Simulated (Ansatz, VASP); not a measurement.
# Two plane-wave programs on TiB2

File INCAR:

```
SYSTEM = TiB2
PREC     = Accurate       ! precision mode
ENCUT    = 600            ! plane-wave cutoff, eV
EDIFF    = 1E-6           ! SCF threshold, eV
ISMEAR   = 1              ! smearing method
SIGMA    = 0.05           ! smearing width, eV
LREAL    = .False.        ! projectors in reciprocal space
LASPH    = .True.         ! aspherical terms in the spheres
NELM     = 60             ! most SCF steps
ALGO     = Normal         ! electronic algorithm
ISIF     = 3              ! what is computed and relaxed
LWAVE    = .False.        ! write WAVECAR
LCHARG   = .False.        ! write CHGCAR
GGA      = RP             ! functional
IBRION   = 2              ! ionic algorithm
NSW      = 80             ! ionic steps
EDIFFG   = -0.01          ! ionic threshold
```

KPOINTS

```
Automatic mesh
0
Gamma
  13 13 10
  0 0 0
```

POSCAR

```
TiB2
1.0
    3.0292000000      0.0000000000      0.0000000000
   -1.5146000000      2.6233640000      0.0000000000
    0.0000000000      0.0000000000      3.2284000000
Ti B
1 2
Direct
    0.0000000000      0.0000000000      0.0000000000
    0.3333333333      0.6666666667      0.5000000000
    0.6666666667      0.3333333333      0.5000000000
```

Input for Ansatz:

```yaml
crystal:
  lattice:
    - [3.0292, 0.0, 0.0]
    - [-1.5146, 2.623364, 0.0]
    - [0.0, 0.0, 3.2284]
  atoms:
    - { symbol: Ti, position: [0.0, 0.0, 0.0] }
    - { symbol: B, position: [0.3333333333333333, 0.6666666666666666, 0.5] }
    - { symbol: B, position: [0.6666666666666666, 0.3333333333333333, 0.5] }
kpoints:
  mp_grid:
    grid: [13, 13, 10]
hamiltonian:
  xc: rpbe
  dispersion: none
scf:
  occupations:
    method: methfessel_paxton
    width: 0.05
relax:
  cell: {}
```

Alike in both runs: task relaxation of cell and atoms; functional RPBE; k mesh 13 × 13 × 10; occupations methfessel-paxton of order 1, width 0.05 eV; no spin polarisation.

|  | VASP | Ansatz |
| --- | --- | --- |
| version | VASP 6.6.1 | Ansatz 0.2.0 |
| potentials or method | VASP PAW PBE potentials, release 64 (Ti_sv, B) | plane waves, PAW |
| plane-wave cutoff (eV) | 600 | 420 |
| valence electrons in the cell | 18 | 18 |

```tsv
	VASP	Ansatz	Ansatz less VASP
relaxed volume (Å³/atom)	8.72	8.71	-0.006
relaxed cell length with the largest relative difference (Å)	3.250	3.249	-0.0011
```

VASP's potentials were made for PBE, not for RPBE.
